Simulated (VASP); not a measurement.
Wanted: the native input for a VASP 6.6.1 run.

| Property | Result |
| --- | --- |
| Task | single point |
| Functional | r2SCAN |
| Potentials or basis | VASP PAW PBE potentials, release 64 (Ti_sv, H) |
| Cutoff | 520 eV |
| k mesh | 8 × 8 × 5 |
| Occupations | fermi-dirac, width 0.1 eV |
| Spin | no spin polarisation |
| Dipole correction | no |
| Further INCAR settings | ALGO = Normal; EDIFF = 1e-06; NBANDS = 21 |

The system is TiH.

```xyz
4
Lattice="2.9863 0.0000 0.0000 0.0000 2.9863 0.0000 0.0000 0.0000 4.6283" Properties=species:S:1:pos:R:3 pbc="T T T"
Ti    1.4931    0.0000    2.3141
Ti    0.0000    1.4931    0.0000
H     0.0000    0.0000    1.1571
H     0.0000    0.0000    3.4712
```

The input as run:

POSCAR

```
TiH
1.0
    2.9862800987      0.0000000000      0.0000000000
    0.0000000000      2.9862800987      0.0000000000
    0.0000000000      0.0000000000      4.6282544853
Ti H
2 2
Direct
    0.5000000000      0.0000000000      0.5000000000
    0.0000000000      0.5000000000      0.0000000000
    0.0000000000      0.0000000000      0.2500000000
    0.0000000000      0.0000000000      0.7500000000
```

INCAR.step1

```
SYSTEM = TiH
ALGO     = Normal         ! electronic algorithm
EDIFF    = 1E-4           ! SCF threshold, eV
ENCUT    = 520            ! plane-wave cutoff, eV
GGA      = PE             ! functional
ISMEAR   = -1             ! smearing method
LASPH    = .True.         ! aspherical terms in the spheres
LCHARG   = .False.        ! write CHGCAR
LREAL    = .False.        ! projectors in reciprocal space
LWAVE    = .True.         ! write WAVECAR
NBANDS   = 21             ! bands
NELM     = 100            ! most SCF steps
PREC     = Accurate       ! precision mode
SIGMA    = 0.1            ! smearing width, eV
```

INCAR.step2

```
SYSTEM = TiH
ALGO     = Normal         ! electronic algorithm
EDIFF    = 1E-6           ! SCF threshold, eV
ENCUT    = 520            ! plane-wave cutoff, eV
ISIF     = 2              ! what is computed and relaxed
ISMEAR   = -1             ! smearing method
ISTART   = 1            
LASPH    = .True.         ! aspherical terms in the spheres
LCHARG   = .True.         ! write CHGCAR
LELF     = .True.         ! ELF
LMIXTAU  = .True.       
LREAL    = .False.        ! projectors in reciprocal space
LVHAR    = .True.       
LWAVE    = .False.        ! write WAVECAR
METAGGA  = R2SCAN         ! meta-GGA
NBANDS   = 21             ! bands
NELM     = 100            ! most SCF steps
PREC     = Accurate       ! precision mode
SIGMA    = 0.1            ! smearing width, eV
```

KPOINTS

```
k-points
0
Gamma
  8 8 5
  0 0 0
```

Potentials or basis: VASP PAW PBE potentials, release 64 (Ti_sv, H).

Command:

```bash
$ cat potpaw_PBE.64/Ti_sv/POTCAR potpaw_PBE.64/H/POTCAR > POTCAR
$ cp INCAR.step1 INCAR
$ mpirun -np 1 vasp_std > vasp.out
$ cp INCAR.step2 INCAR
$ mpirun -np 1 vasp_std > vasp.out
```

It gave:

* Pressure: -4.8 GPa
* Band gap on the k mesh: zero (bands 13 and 14 overlap by 0.43 eV)

Caveat: the cell stands under tension; the PAW data sets were made with another functional, which shifts forces and pressure a little.

Wall time 64 s on 1 thread of Intel(R) Xeon(R) 6975P-C (Granite Rapids) (shared host), peak memory 0.17 GiB.
